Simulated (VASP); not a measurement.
Write the native input for VASP 6.6.1 that does the following.

```yaml
Task: single point
Functional: PBE
Dispersion: D4
Potentials_or_basis: VASP PAW PBE potentials, release 64 (Zn, O)
Cutoff: 520 eV
k_mesh: 8 × 8 × 6
Occupations: gaussian, width 0.05 eV
Spin: no spin polarisation
Dipole_correction: no
Further_INCAR_settings: ALGO = Normal; EDIFF = 1e-06; NBANDS = 26
```

The structure of ZnO lies in POSCAR:

```
ZnO
1.0
    3.2734685568      0.0000000000      0.0000000000
   -1.6367342784      2.8349069287      0.0000000000
    0.0000000000      0.0000000000      5.2821858743
Zn O
2 2
Direct
    0.3333333333      0.6666666667      0.0015124609
    0.6666666667      0.3333333333      0.5015124609
    0.3333333333      0.6666666667      0.3805875391
    0.6666666667      0.3333333333      0.8805875391
```

This cell differs from its parent crystal: volume scaled by 1.02.

The input as run:

INCAR

```
PREC     = Accurate       # precision mode
ENCUT    = 520            # plane-wave cutoff, eV
EDIFF    = 1E-6           # SCF threshold, eV
ISMEAR   = 0              # smearing method
SIGMA    = 0.05           # smearing width, eV
LREAL    = False          # projectors in reciprocal space
LASPH    = True           # aspherical terms in the spheres
NELM     = 60             # most SCF steps
ALGO     = Normal         # electronic algorithm
ISIF     = 2              # what is computed and relaxed
LWAVE    = False          # write WAVECAR
LCHARG   = False          # write CHGCAR
GGA      = PE             # functional
IVDW     = 13             # dispersion correction
NBANDS   = 26             # bands
```

KPOINTS

```
Automatic mesh
0
Gamma
  8 8 6
```

Potentials or basis: VASP PAW PBE potentials, release 64 (Zn, O).

Command:

```bash
$ cat potpaw_PBE.64/Zn/POTCAR potpaw_PBE.64/O/POTCAR > POTCAR
$ mpirun -np 1 vasp_std > vasp.out
```

Results of the run:

* Pressure: -1.5 GPa
* Band gap on the k mesh: 0.74 eV, direct
* Dispersion energy per atom: -0.231 eV

Run time: 31 s on 1 thread of Intel(R) Xeon(R) Platinum 8259CL CPU @ 2.50GHz (Skylake/Cascade Lake), with other jobs on the host, peak memory 0.18 GiB.
